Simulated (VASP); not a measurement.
# Al2O3 (R-3c) in VASP: relaxation of cell and atoms with r2SCAN

Aim: the relaxation of cell and atoms of Al2O3 with r2SCAN.

Everything below comes from runs of VASP 6.6.1. Logs are shortened: lines on timing, memory, paths and dates and some standing lists are left out, and cuts for length are marked.

**1. The cell of the first run**

The structure is trigonal, space group R-3c (No. 167). The conventional cell has a = 4.760 Å, b = 4.760 Å, c = 12.996 Å, α = 90.00°, β = 90.00°, γ = 120.00°. Al (site symmetry 3) has 6 O at 1.85 to 1.97 Å within 2.5 Å. Within 2.9 Å of O (site symmetry 2) lie 4 Al at 1.85 to 1.97 Å and 12 O at 2.53 to 2.86 Å.

**2. Relaxation of cell and atoms, r2SCAN**

POSCAR

```
Al2O3
1.0
    2.3802500000      1.3742379782      4.3318666667
   -2.3802500000      1.3742379782      4.3318666667
    0.0000000000     -2.7484759565      4.3318666667
Al O
4 6
Direct
    0.8521600000      0.8521600000      0.8521600000
    0.6478400000      0.6478400000      0.6478400000
    0.1478400000      0.1478400000      0.1478400000
    0.3521600000      0.3521600000      0.3521600000
    0.0566800000      0.7500000000      0.4433200000
    0.7500000000      0.4433200000      0.0566800000
    0.4433200000      0.0566800000      0.7500000000
    0.9433200000      0.2500000000      0.5566800000
    0.2500000000      0.5566800000      0.9433200000
    0.5566800000      0.9433200000      0.2500000000
```

INCAR.step1

```
SYSTEM = Al2O3
PREC = Accurate
ENCUT = 600
ISMEAR = -1
SIGMA = 0.05
LREAL = .False.
LASPH = .True.
NELM = 80
GGA = PE
ALGO = Normal
EDIFF = 1E-4
LWAVE = .True.
LCHARG = .False.
```

INCAR.step2

```
SYSTEM = Al2O3
PREC = Accurate
ENCUT = 600
EDIFF = 1E-6
ISMEAR = -1
SIGMA = 0.05
LREAL = .False.
LASPH = .True.
NELM = 80
ALGO = Normal
ISIF = 3
LWAVE = .False.
LCHARG = .False.
METAGGA = R2SCAN
LMIXTAU = .True.
IBRION = 2
NSW = 60
EDIFFG = -0.01
ISTART = 1
```

KPOINTS

```
Automatic mesh
0
Gamma
  7 7 7
  0 0 0
```

Potentials or basis: VASP PAW PBE potentials, release 64 (Al, O).

Started as:

```bash
cat potpaw_PBE.64/Al/POTCAR potpaw_PBE.64/O/POTCAR > POTCAR
cp INCAR.step1 INCAR
mpirun -np 1 vasp_std > vasp.out
cp INCAR.step2 INCAR
mpirun -np 1 vasp_std > vasp.out
```

OUTCAR:

```text
SYSTEM = Al2O3
   PREC = Accurate
   ENCUT = 600
   EDIFF = 1E-6
   ISMEAR = -1
   LREAL = .False.
   LASPH = .True.
   NELM = 80
   ISIF = 3
   METAGGA = R2SCAN
   IBRION = 2
   NSW = 60
   EDIFFG = -0.01
   ISTART = 1

 ion  position               nearest neighbor table
   1  0.852  0.852  0.852-   8 1.85   9 1.85  10 1.85   6 1.97   7 1.97   5 1.97   2 2.66   3 2.79
                             3 2.79   3 2.79   2 3.22   2 3.22   2 3.22
   2  0.648  0.648  0.648-   9 1.85   8 1.85  10 1.85   5 1.97   7 1.97   6 1.97   1 2.66   4 2.79
                             4 2.79   4 2.79   1 3.22   1 3.22   1 3.22
   3  0.148  0.148  0.148-   5 1.85   6 1.85   7 1.85   9 1.97  10 1.97   8 1.97   4 2.66   1 2.79
                             1 2.79   1 2.79   4 3.22   4 3.22   4 3.22
   4  0.352  0.352  0.352-   6 1.85   5 1.85   7 1.85   8 1.97  10 1.97   9 1.97   3 2.66   2 2.79
                             2 2.79   2 2.79   3 3.22   3 3.22   3 3.22
   5  0.057  0.750  0.443-   3 1.85   4 1.85   2 1.97   1 1.97
   6  0.750  0.443  0.057-   4 1.85   3 1.85   1 1.97   2 1.97
   7  0.443  0.057  0.750-   3 1.85   4 1.85   1 1.97   2 1.97
   8  0.943  0.250  0.557-   1 1.85   2 1.85   4 1.97   3 1.97
   9  0.250  0.557  0.943-   2 1.85   1 1.85   3 1.97   4 1.97
  10  0.557  0.943  0.250-   1 1.85   2 1.85   3 1.97   4 1.97

  LATTYP: Found a trigonal (rhomboedric) cell.
 ALAT       =     5.1302230849
 COS(alpha) =     0.5694707703

  Lattice vectors:

 A1 = (   2.3802500000,   1.3742379782,   4.3318666667)
 A2 = (  -2.3802500000,   1.3742379782,   4.3318666667)
 A3 = (   0.0000000000,  -2.7484759565,   4.3318666667)

Analysis of symmetry for initial positions (statically):
=====================================================================
 Subroutine PRICEL returns:
 Original cell was already a primitive cell.

 Routine SETGRP: Setting up the symmetry group for a
 trigonal (rhombohedral) supercell.

 Subroutine GETGRP returns: Found 12 space group operations
 (whereof  6 operations were pure point group operations)
 out of a pool of 12 trial point group operations.

The static configuration has the point symmetry S_6 .
 The point group associated with its full space group is D_3d.

Analysis of symmetry for dynamics (positions and initial velocities):
=====================================================================
 Subroutine PRICEL returns:
 Original cell was already a primitive cell.

 Routine SETGRP: Setting up the symmetry group for a
 trigonal (rhombohedral) supercell.

 Subroutine GETGRP returns: Found 12 space group operations
 (whereof  6 operations were pure point group operations)
 out of a pool of 12 trial point group operations.

The dynamic configuration has the point symmetry S_6 .
 The point group associated with its full space group is D_3d.

 Subroutine INISYM returns: Found 12 space group operations
 (whereof  6 operations are pure point group operations),
 and found     1 'primitive' translations

----------------------------------------------------------------------------------------

                                     Primitive cell

  volume of cell :      85.0180

  direct lattice vectors                    reciprocal lattice vectors
     2.380250000  1.374237978  4.331866667     0.210061968  0.121279334  0.076949121
    -2.380250000  1.374237978  4.331866667    -0.210061968  0.121279334  0.076949121
     0.000000000 -2.748475957  4.331866667     0.000000000 -0.242558668  0.076949121

  length of vectors
     5.130223085  5.130223085  5.130223085     0.254471756  0.254471756  0.254471756

  position of ions in fractional coordinates (direct lattice)
     0.852160000  0.852160000  0.852160000
     0.647840000  0.647840000  0.647840000
     0.147840000  0.147840000  0.147840000
     0.352160000  0.352160000  0.352160000
     0.056680000  0.750000000  0.443320000
     0.750000000  0.443320000  0.056680000
     0.443320000  0.056680000  0.750000000
     0.943320000  0.250000000  0.556680000
     0.250000000  0.556680000  0.943320000
     0.556680000  0.943320000  0.250000000

  ion indices of the primitive-cell ions
   primitive index   ion index
                 1           1
                 2           2
                 3           3
                 4           4
                 5           5
                 6           6
                 7           7
                 8           8
                 9           9
                10          10

----------------------------------------------------------------------------------------

 KPOINTS: Automatic mesh

Automatic generation of k-mesh.
 Grid dimensions read from file:
 generate k-points for:    7    7    7

 Generating k-lattice:

  Cartesian coordinates                     Fractional coordinates (reciprocal lattice)
     0.030008853  0.017325619  0.010992732     0.142857143  0.000000000  0.000000000
    -0.030008853  0.017325619  0.010992732     0.000000000  0.142857143  0.000000000
     0.000000000 -0.034651238  0.010992732     0.000000000  0.000000000  0.142857143

  Length of vectors
     0.036353108  0.036353108  0.036353108

  Shift w.r.t. Gamma in fractional coordinates (k-lattice)
     0.000000000  0.000000000  0.000000000

 Subroutine IBZKPT returns following result:
 ===========================================

 Found     44 irreducible k-points:

 Following reciprocal coordinates:
            Coordinates               Weight
  0.000000  0.000000  0.000000      1.000000
  0.142857  0.000000 -0.000000      6.000000
  0.285714  0.000000 -0.000000      6.000000
  0.428571 -0.000000 -0.000000      6.000000
  0.142857  0.142857 -0.000000      6.000000
  0.285714  0.142857  0.000000     12.000000
[... 16 lines left out ...]
  0.285714  0.285714  0.142857      6.000000
  0.428571  0.285714  0.142857     12.000000
 [... further k-points ...]
   k-points           NKPTS =     44   k-points in BZ     NKDIM =     44   number of bands    NBANDS=     30
   number of dos      NEDOS =    301   number of ions     NIONS =     10
   total plane-waves  NPLWV =  74088
   dimension x,y,z NGX =    42 NGY =   42 NGZ =   42
   dimension x,y,z NGXF=    84 NGYF=   84 NGZF=   84
   ions per type =               4   6
   NGX,Y,Z   is equivalent  to a cutoff of  13.61, 13.61, 13.61 a.u.
   NGXF,Y,Z  is equivalent  to a cutoff of  27.22, 27.22, 27.22 a.u.
 SYSTEM =  Al2O3
   PREC   = accura    normal or accurate (medium, high low for compatibility)
   ISTART =      1    job   : 0-new  1-cont  2-samecut
   ICHARG =      0    charge: 1-file 2-atom 10-const
   ISPIN  =      1    spin polarized calculation?
   LNONCOLLINEAR =      F non collinear calculations
   LSORBIT =      F    spin-orbit coupling
   LASPH  =      T    aspherical Exc in radial PAW
   ENCUT  =  600.0 eV  44.10 Ry    6.64 a.u.  10.25 10.25 10.25*2*pi/ulx,y,z
   NELM   =     80;   NELMIN=  2; NELMDL=  0     # of ELM steps
   EDIFF  = 0.1E-05   stopping-criterion for ELM
   LREAL  =      F    real-space projection
   EDIFFG = -.1E-01   stopping-criterion for IOM
   NSW    =     60    number of steps for IOM
   IBRION =      2    ionic relax: 0-MD 1-quasi-New 2-CG
   NFREE  =      1    steps in history (QN), initial steepest desc. (CG)
   ISIF   =      3    stress and relaxation
   ISYM   =      2    0-nonsym 1-usesym 2-fastsym
   POTIM  = 0.5000    time-step for ionic-motion
   TEBEG  =    0.0;   TEEND  =   0.0 temperature during run
   PSTRESS=    0.0 pullay stress
   NELECT =      48.0000    total number of electrons
   NUPDOWN=      -1.0000    fix difference up-down
   EMIN   =  10.00;   EMAX   =-10.00  energy-range for DOS
   EFERMI =   0.00;   METHOD = LEGACY
   ISMEAR =    -1;   SIGMA  =   0.05  broadening in eV -4-tet -1-fermi 0-gaus
   EFERMI_NEDOS =   21; number of points for ismear=-14 and -15
   IALGO  =     38    algorithm
   IMIX   =      4    mixing-type and parameters
     AMIX     =   0.40;   BMIX     =  1.00
     AMIX_MAG =   1.60;   BMIX_MAG =  1.00
  volume/ion in A,a.u.               =       8.50        57.37
  Fermi-wavevector in a.u.,A,eV,Ry     =   1.353064  2.556920 24.909299  1.830782
  Thomas-Fermi vector in A             =   2.480350
   LORBIT       =      0    0 simple, 1 ext, 2 COOP (PROOUT), +10 PAW based schemes
   METAGGA = R2SCAN    functional components
   LHFCALC =     F    Hartree Fock is set to
   AEXX    =    0.0000 exact exchange contribution
   IVDW    =     0    specifies the selected vdW correction
   LEPSILON=     F    determine dielectric tensor
   LRPA    =     F    only Hartree local field effects (RPA)
 conjugate gradient relaxation of ions
 non-spin polarized calculation
  energy-cutoff  :      600.00
  volume of cell :       85.02
 maximum number of plane-waves:      2867
 NGX is ok and might be reduce to    42
   NGX = 21   NGY = 21   NGZ = 21

--------------------------------------- Ionic step        1  -------------------------------------------

 number of electron      48.0000003 magnetization

 Free energy of the ion-electron system (eV)
  ---------------------------------------------------
  ext. energy  EPLUGINS =         0.00000000
  ---------------------------------------------------
  free energy    TOTEN  =       -96.29289409 eV

  energy without entropy =      -96.29289409  energy(sigma->0) =      -96.29289409

------------------------ aborting loop because EDIFF is reached ----------------------------------------

  FORCE on cell =-STRESS in cart. coord.  units (eV):
  Direction    XX          YY          ZZ          XY          YZ          ZX
  --------------------------------------------------------------------------------------
  -------------------------------------------------------------------------------------
  Total       -0.5104364     -0.5104364     -0.5821100      0.0000000      0.0000000      0.0000000
  in kB       -9.6192529     -9.6192529    -10.9699540      0.0000000      0.0000000      0.0000000
  external PRESSURE =     -10.0694866 kB  Pullay stress =       0.0000000 kB
[... 161 lines left out ...]
  energy  without entropy=      -96.2949881391  energy(sigma->0) =      -96.29498814

--------------------------------------- Ionic step        5  -------------------------------------------

 number of electron      48.0000002 magnetization

 Free energy of the ion-electron system (eV)
  ---------------------------------------------------
  ext. energy  EPLUGINS =         0.00000000
  ---------------------------------------------------
  free energy    TOTEN  =       -96.29511405 eV

  energy without entropy =      -96.29511405  energy(sigma->0) =      -96.29511405

 E-fermi :   6.8464     XC(G=0): -12.2456

 val. band max:        5.7712400501   @ k =   0.0000   0.0000   0.0000
 cond. band min:      12.9678180416   @ k =   0.0000   0.0000   0.0000
 fundamental gap:      7.1965779915
 Fermi energy:         6.8464250750

 k-point     1 :       0.0000    0.0000    0.0000
  band No.  band energies     occupation
      1     -14.4578      2.00000
      2     -12.1533      2.00000
      3     -11.8775      2.00000
      4     -11.8775      2.00000
      5     -11.5659      2.00000
      6     -11.5659      2.00000
[... 781 lines left out ...]
     29      18.1617      0.00000
     30      18.2503      0.00000

 [... further k-points ...]
[... 5 lines left out ...]
  --------------------------------------------------------------------------------------
  -------------------------------------------------------------------------------------
  Total       -0.0480304     -0.0480304      0.0295677      0.0000000     -0.0000000      0.0000000
  in kB       -0.9085849     -0.9085849      0.5593287      0.0000000     -0.0000000      0.0000000
  external PRESSURE =      -0.4192804 kB  Pullay stress =       0.0000000 kB
[... 25 lines left out ...]
  FREE ENERGIE OF THE ION-ELECTRON SYSTEM (eV)
  ---------------------------------------------------
  free  energy   TOTEN  =       -96.2951140505 eV

  energy  without entropy=      -96.2951140505  energy(sigma->0) =      -96.29511405

 reached required accuracy - stopping structural energy minimisation
```

It took 45 min on 1 thread of Oxide Virtual Turin-like, shared host; peak memory 0.3 GiB.

Results:

```yaml
Free_energy: -96.2951 eV
Relaxed_volume: 8.47 Å³/atom
Relaxed_cell: a = 5.123 Å, b = 5.123 Å, c = 5.123 Å, α = 55.30°, β = 55.30°, γ = 55.30°
Space_group_after_relaxing_to_0.1_Å: R-3c (No. 167)
Energy_gained_by_relaxing: 0.2 meV/atom
Ionic_steps: 5
Pressure_after_relaxing: 0.0 GPa
Largest_force_after_relaxing: 0.008 eV/Å
Band_gap_on_the_k_mesh: 7.20 eV
```

Forces in eV/Å, atoms in the order of the input:
```
Al   0.000  0.000  0.000
Al   0.000  0.000  0.000
Al   0.000  0.000  0.000
Al   0.000  0.000  0.000
O    0.004  0.007  0.000
O    0.004 -0.007  0.000
O   -0.008  0.000  0.000
O   -0.004 -0.007  0.000
O   -0.004  0.007  0.000
O    0.008  0.000  0.000
```

Step by step:
```
step  energy change (eV)  largest force (eV/Å)  pressure (GPa)  volume (Å³)
   1              0.0000                0.0808           -1.01        85.02
   2             -0.0013                0.0274            0.99        84.36
   3             -0.0021                0.0323            0.24        84.61
   4             -0.0021                0.0349            0.17        84.63
   5             -0.0022                0.0079           -0.04        84.70
```

Final structure:
```cif
data_structure
_symmetry_space_group_name_H-M 'P 1'
_symmetry_Int_Tables_number 1
_cell_length_a 5.1232
_cell_length_b 5.1232
_cell_length_c 5.1232
_cell_angle_alpha 55.297
_cell_angle_beta 55.297
_cell_angle_gamma 55.297
_cell_volume 84.70
loop_
_atom_site_label
_atom_site_type_symbol
_atom_site_fract_x
_atom_site_fract_y
_atom_site_fract_z
_atom_site_occupancy
Al1 Al 0.85185 0.85185 0.85185 1
Al2 Al 0.64815 0.64815 0.64815 1
Al3 Al 0.14815 0.14815 0.14815 1
Al4 Al 0.35185 0.35185 0.35185 1
O1 O 0.05620 0.75000 0.44380 1
O2 O 0.75000 0.44380 0.05620 1
O3 O 0.44380 0.05620 0.75000 1
O4 O 0.94380 0.25000 0.55620 1
O5 O 0.25000 0.55620 0.94380 1
O6 O 0.55620 0.94380 0.25000 1
```

Levels at points of the mesh, in eV from the valence-band top:
| k point | band 21 | band 22 | band 23 | band 24 | band 25 | band 26 | band 27 | band 28 |
| --- | --- | --- | --- | --- | --- | --- | --- | --- |
| (0.00, 0.00, 0.00) | -0.53 | -0.05 | -0.05 | 0.00 | 7.20 | 10.14 | 12.00 | 12.63 |

Caveat: the PAW data sets were made with another functional, which shifts forces and pressure a little; an odd mesh through Γ misses points on the zone boundary, where band edges can lie.
